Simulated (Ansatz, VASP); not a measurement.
## Two plane-wave programs on SiC3

Contents of INCAR:

```
  PREC = Accurate
  ENCUT = 520
  EDIFF = 1E-7
  ISMEAR = 0
  SIGMA = 0.1
  LREAL = F
  LASPH = T
  NELM = 60
  ALGO = Normal
  ISIF = 2
  LWAVE = F
  LCHARG = T
  GGA = PE
  LELF = T
  LVHAR = T
  NBANDS = 16
```

The input KPOINTS:

```
Automatic mesh
0
Gamma
  6 6 2
```

File POSCAR:

```
SiC3
1.0
    2.6667169800      0.0000000000      0.0000000000
    0.0000000000      2.6667169800      0.0000000000
    0.0000000000      0.0000000000      7.5426146400
Si C
1 3
Direct
    0.0000000000      0.0000000000      0.5000000000
    0.0000000000      0.0000000000      0.0000000000
    0.5000000000      0.5000000000      0.7500000000
    0.5000000000      0.5000000000      0.2500000000
```

Input for Ansatz:

```yaml
crystal:
  lattice:
    - [2.66671698, 0.0, 0.0]
    - [0.0, 2.66671698, 0.0]
    - [0.0, 0.0, 7.54261464]
  atoms:
    - { symbol: Si, position: [0.0, 0.0, 0.5] }
    - { symbol: C, position: [0.0, 0.0, 0.0] }
    - { symbol: C, position: [0.5, 0.5, 0.75] }
    - { symbol: C, position: [0.5, 0.5, 0.25] }
basis:
  ecutwfc: 420
kpoints:
  mp_grid: { grid: [6, 6, 2] }
hamiltonian:
  xc: pbe
scf:
  occupations: { method: gaussian, width: 0.1 }
  lower_state_search: "off"
output:
  forces: true
  stress: true
  eigenvalues: true
```

Alike in both runs: task single point; functional PBE; k mesh 6 × 6 × 2; occupations gaussian, width 0.1 eV; no spin polarisation.

```csv
,VASP,Ansatz
version,VASP 6.6.1,Ansatz 0.2.0
potentials or method,"VASP PAW PBE potentials, release 64 (Si, C), cutoff 520 eV","scalar-relativistic, plane waves, PAW"
valence electrons in the cell,16,16
```

|  | VASP | Ansatz | Ansatz less VASP |
| --- | --- | --- | --- |
| gap on the k mesh at the Fermi level (eV) | none | none | - |
| pressure (GPa) | -24.2 | -24.2 | -0.02 |
| traceless stress, the component that is largest in VASP (GPa) | -1.86 | -1.86 | -0.004 |
| rms of the force components (eV/Å) | 0.015 | 0.016 | +0.0003 |

Atom by atom the forces differ by 0.000 eV/Å (rms over components). A gap of «none» marks a metal or a gap that the smearing closes.

The k mesh is coarse, so the values compare programs but aren't converged.
